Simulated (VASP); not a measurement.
Here is a VASP 6.6.1 calculation.

Contents of INCAR:

```
SYSTEM = InO
PREC = Accurate
ENCUT = 520
EDIFF = 1E-6
ISMEAR = 0
SIGMA = 0.1
LREAL = .FALSE.
LASPH = .TRUE.
NELM = 60
ALGO = Normal
ISIF = 2
LWAVE = .FALSE.
LCHARG = .FALSE.
GGA = PS
IVDW = 12
NBANDS = 27
```

The input KPOINTS:

```
regular mesh
0
G
  6 6 1
  0 0 0
```

POSCAR

```
InO
1.0
    3.4536138013      0.0000000000      0.0000000000
   -1.7268069007      2.9909172868      0.0000000000
    0.0000000000      0.0000000000     15.8771000000
In O
2 2
Direct
    0.6666666700      0.3333333300      0.5900210000
    0.6666666700      0.3333333300      0.4099790000
    0.0000000000      0.0000000000      0.6398670000
    0.0000000000      0.0000000000      0.3601330000
```

Potentials or basis: VASP PAW PBE potentials, release 64 (In_d, O).

Run with:

```console
$ cat potpaw_PBE.64/In_d/POTCAR potpaw_PBE.64/O/POTCAR > POTCAR
$ mpirun -np 1 vasp_std > vasp.out
```

(1) What does it give for the band gap on the k mesh?

(2) Estimate the largest force.

## Answers

(1) 0.32 eV, indirect (least direct gap 1.05 eV).

(2) 0.263 eV/Å.

Caveat: the PAW data sets were made with another functional, which shifts forces and pressure a little; spin-orbit coupling is left out, which moves the levels of the heavy elements.
